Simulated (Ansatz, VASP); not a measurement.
One calculation of Sn2Te3Pt, two programs

```xyz
6
Lattice="3.2179 1.8579 5.0613 -3.2179 1.8579 5.0613 0.0000 -3.7157 5.0613" Properties=species:S:1:pos:R:3 pbc="T T T"
Sn    0.0000    0.0000    9.5175
Sn    0.0000    0.0000    5.6665
Te   -1.6090    0.9289    2.5307
Te    1.6090    0.9289    2.5307
Te    0.0000   -1.8579    2.5307
Pt    0.0000    0.0000    0.0000
```

Change from the starting cell: species swapped into the Er2Al3Co type (R-3m, No. 166).

Alike in both runs: task relaxation of cell and atoms; functional PBE; k mesh 3 × 3 × 3; occupations gaussian, width 0.1 eV; no spin polarisation.

```csv
,VASP,Ansatz
version,VASP 6.6.1,Ansatz 0.2.0
potentials or method,"VASP PAW PBE potentials, release 64 (Sn_d, Te, Pt), cutoff 600 eV","scalar-relativistic, plane waves, PAW"
valence electrons in the cell,56,94
```

VASP gave:

```
gap on the k mesh at the Fermi level, each at its own relaxed structure (eV) : none
relaxed volume (Å³/atom)                                                     : 29.62
relaxed cell length with the largest relative difference (Å)                 : 5.651
```

**Question.** Estimate Ansatz's values.

**Answer.** gap on the k mesh at the Fermi level, each at its own relaxed structure (eV): none; relaxed volume (Å³/atom): 29.67; relaxed cell length with the largest relative difference (Å): 5.652.

A gap of «none» marks a metal or a gap that the smearing closes. VASP's potentials hold 56 valence electrons a cell and Ansatz's 94, so a difference there can come from the potentials and not from the codes.

The k mesh is coarse, so the values compare programs but aren't converged. Neither program's run includes spin-orbit coupling.
